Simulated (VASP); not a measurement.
The system is Si2Mo.

```
CELL_PARAMETERS angstrom
-1.60000 1.60000 3.93050
1.60000 -1.60000 3.93050
1.60000 1.60000 -3.93050
ATOMIC_POSITIONS crystal
Mo 0.00000 0.00000 0.00000
Si 0.66700 0.66700 0.00000
Si 0.33300 0.33300 0.00000
```

- Program: VASP 6.6.1
- Task: relaxation of cell and atoms
- Functional: RPBE
- Dispersion: D3(BJ)
- Potentials or basis: VASP PAW PBE potentials, release 64 (Mo_sv, Si)
- Cutoff: 600 eV
- k mesh: 12 × 12 × 12
- Occupations: fermi-dirac, width 0.05 eV
- Spin: no spin polarisation

At the start: pressure -32.8 GPa; volume 13.42 Å³/atom.

**Question.** Where does the relaxation end?

**Answer.** Over 11 steps the energy falls by 206.6 meV/atom and the volume is 11.64 Å³/atom (-13.3 %); space group I4/mmm (No. 139, to 0.05 Å).

The path:
```tsv
step	energy change (eV)	largest force (eV/Å)	pressure (GPa)	volume (Å³)
1	0.0000	0.2262	-32.82	40.25
2	2.7452	1.5801	156.12	26.27
3	-0.6059	0.1052	-4.27	35.47
4	-0.6124	0.1398	-1.15	35.10
5	-0.6129	0.1533	0.08	34.96
6	-0.6172	0.0221	0.06	34.89
7	-0.6197	0.0700	0.03	34.92
8	-0.6196	0.0685	0.04	34.92
9	-0.6198	0.0172	-0.08	34.93
10	-0.6198	0.0011	-0.06	34.92
11	-0.6198	0.0001	0.09	34.91
```

Final structure:
```
Mo Si
1.0
    -1.51780    1.51780    3.78804
     1.51780   -1.51780    3.78804
     1.51780    1.51780   -3.78804
Mo Si
1 2
Direct
  0.00000 0.00000 0.00000
  0.66750 0.66750 0.00000
  0.33250 0.33250 0.00000
```

Caveat: the PAW data sets were made with another functional, which shifts forces and pressure a little; the volume moved by -13 % from the deposited cell, more than functionals usually miss; pairwise dispersion overbinds metals, which lowers pressure and volume.
